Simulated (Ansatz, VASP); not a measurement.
**Zn in VASP and in Ansatz**

The input INCAR:

```
SYSTEM = Zn
PREC = Accurate
ENCUT = 520
EDIFF = 1E-7
ISMEAR = 0
SIGMA = 0.15
LREAL = .False.
LASPH = .True.
NELM = 60
ALGO = Fast
ISIF = 2
LWAVE = .False.
LCHARG = .True.
GGA = CA
LELF = .True.
LVHAR = .True.
NBANDS = 12
```

File KPOINTS:

```
Automatic mesh
0
Gamma
  22 22 22
  0 0 0
```

File POSCAR:

```
Zn
1.0
   -1.9556643021      1.5707025837      1.5707025837
    1.5707025837     -1.9556643021      1.5707025837
    1.5707025837      1.5707025837     -1.9556643021
Zn
1
Direct
    0.0000000000      0.0000000000      0.0000000000
```

Input for Ansatz:

```yaml
crystal:
  lattice:
    - [-1.9556643021, 1.5707025837, 1.5707025837]
    - [1.5707025837, -1.9556643021, 1.5707025837]
    - [1.5707025837, 1.5707025837, -1.9556643021]
  atoms:
    - { symbol: Zn, position: [0.0, 0.0, 0.0] }
basis:
  ecutwfc: 520.0
kpoints:
  mp_grid: { grid: [22, 22, 22] }
hamiltonian:
  xc: lda
  pseudopotentials: { kind: paw }
scf:
  occupations: { method: gaussian, width: 0.15 }
output:
  forces: true
  stress: true
  eigenvalues: true
```

Alike in both runs: task single point; functional LDA; k mesh 22 × 22 × 22; occupations gaussian, width 0.15 eV; no spin polarisation.

```csv
,VASP,Ansatz
version,VASP 6.6.1,Ansatz 0.2.0
potentials or method,"VASP PAW LDA potentials, release 64 (Zn), cutoff 520 eV","scalar-relativistic, plane waves, PAW"
valence electrons in the cell,12,12
```

```tsv
	VASP	Ansatz	Ansatz less VASP
gap on the k mesh at the Fermi level (eV)	none	none	-
pressure (GPa)	24.9	23.9	-0.99
traceless stress, the component that is largest in VASP (GPa)	31.89	31.10	-0.792
```

LDA's correlation is that of Perdew and Zunger in VASP and of Perdew and Wang (1992) in Ansatz. A gap of «none» marks a metal or a gap that the smearing closes.
